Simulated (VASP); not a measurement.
Here is a VASP 6.6.1 calculation.

The input INCAR:

```
PREC = Accurate
ENCUT = 520
EDIFF = 1E-7
ISMEAR = -1
SIGMA = 0.1
LREAL = False
LASPH = True
NELM = 100
ALGO = Normal
ISIF = 2
LWAVE = False
LCHARG = True
GGA = PS
LELF = True
LVHAR = True
NBANDS = 42
```

Contents of KPOINTS:

```
Automatic mesh
0
Gamma
  10 10 1
```

File POSCAR:

```
Cu
1.0
    2.5036582200      0.0000000000      0.0000000000
   -1.2518291100      2.1682316200      0.0000000000
    0.0000000000      0.0000000000     24.5755892700
Cu
6
Direct
    0.0000000000      0.0000000000      0.3737644500
    0.6666666667      0.3333333333      0.2896144200
    0.3333333333      0.6666666667      0.4579908600
    0.0000000000      0.0000000000      0.6262355500
    0.6666666667      0.3333333333      0.5420091400
    0.3333333333      0.6666666667      0.7103855800
```

Potentials or basis: VASP PAW PBE potentials, release 64 (Cu).

Run with:

```sh
$ cat potpaw_PBE.64/Cu/POTCAR > POTCAR
$ mpirun -np 1 vasp_std > vasp.out
```

Q: Estimate the band gap on the k mesh.

A: Zero (bands 33 and 34 overlap by 4.63 eV).

Q: Estimate the largest force.

A: 0.064 eV/Å.

Forces on the atoms (eV/Å):
```
Cu   0.000  0.000  0.026
Cu   0.000  0.000  0.041
Cu   0.000  0.000 -0.064
Cu   0.000  0.000 -0.026
Cu   0.000  0.000  0.064
Cu   0.000  0.000 -0.041
```

Caveat: the PAW data sets were made with another functional, which shifts forces and pressure a little.
